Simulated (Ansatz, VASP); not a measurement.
ZnSe5 in VASP and in Ansatz

Contents of INCAR:

```
PREC     = Accurate       # precision mode
ENCUT    = 520            # plane-wave cutoff, eV
EDIFF    = 1E-7           # SCF threshold, eV
ISMEAR   = 0              # smearing method
SIGMA    = 0.1            # smearing width, eV
LREAL    = False          # projectors in reciprocal space
LASPH    = True           # aspherical terms in the spheres
NELM     = 60             # most SCF steps
ALGO     = Normal         # electronic algorithm
ISIF     = 2              # what is computed and relaxed
LWAVE    = False          # write WAVECAR
LCHARG   = False          # write CHGCAR
GGA      = PE             # functional
NBANDS   = 30             # bands
```

The input KPOINTS:

```
Automatic mesh
0
Gamma
  4 4 4
```

Contents of POSCAR:

```
ZnSe5
1.0
    0.0000000000      4.2311167000      4.2311167000
    4.2311167000      0.0000000000      4.2311167000
    4.2311167000      4.2311167000      0.0000000000
Zn Se
1 5
Direct
    0.0000000000      0.0000000000      0.0000000000
    0.3750000000      0.3750000000      0.8750000000
    0.3750000000      0.8750000000      0.3750000000
    0.8750000000      0.3750000000      0.3750000000
    0.3750000000      0.3750000000      0.3750000000
    0.7500000000      0.7500000000      0.7500000000
```

Input for Ansatz:

```yaml
crystal:
  lattice:
    - [0.0, 4.2311167, 4.2311167]
    - [4.2311167, 0.0, 4.2311167]
    - [4.2311167, 4.2311167, 0.0]
  atoms:
    - { symbol: Zn, position: [0.0, 0.0, 0.0] }
    - { symbol: Se, position: [0.375, 0.375, 0.875] }
    - { symbol: Se, position: [0.375, 0.875, 0.375] }
    - { symbol: Se, position: [0.875, 0.375, 0.375] }
    - { symbol: Se, position: [0.375, 0.375, 0.375] }
    - { symbol: Se, position: [0.75, 0.75, 0.75] }
basis:
  ecutwfc: 420
kpoints:
  mp_grid: { grid: [4, 4, 4] }
hamiltonian:
  xc: pbe
scf:
  occupations: { method: gaussian, width: 0.1 }
  lower_state_search: "off"
output:
  forces: true
  stress: true
  eigenvalues: true
```

Change from the starting cell: species swapped into the ErCu5 type (F-43m, No. 216).

Alike in both runs: task single point; functional PBE; k mesh 4 × 4 × 4; occupations gaussian, width 0.1 eV; no spin polarisation.

|  | VASP | Ansatz |
| --- | --- | --- |
| version | VASP 6.6.1 | Ansatz 0.2.0 |
| potentials or method | VASP PAW PBE potentials, release 64 (Zn, Se), cutoff 520 eV | scalar-relativistic, plane waves, PAW |
| valence electrons in the cell | 42 | 92 |

```csv
,VASP,Ansatz,Ansatz less VASP
gap on the k mesh at the Fermi level (eV),none,none,-
pressure (GPa),-5.0,-5.0,-0.01
```

A gap of «none» marks a metal or a gap that the smearing closes. VASP's potentials hold 42 valence electrons a cell and Ansatz's 92, so a difference there can come from the potentials and not from the codes.
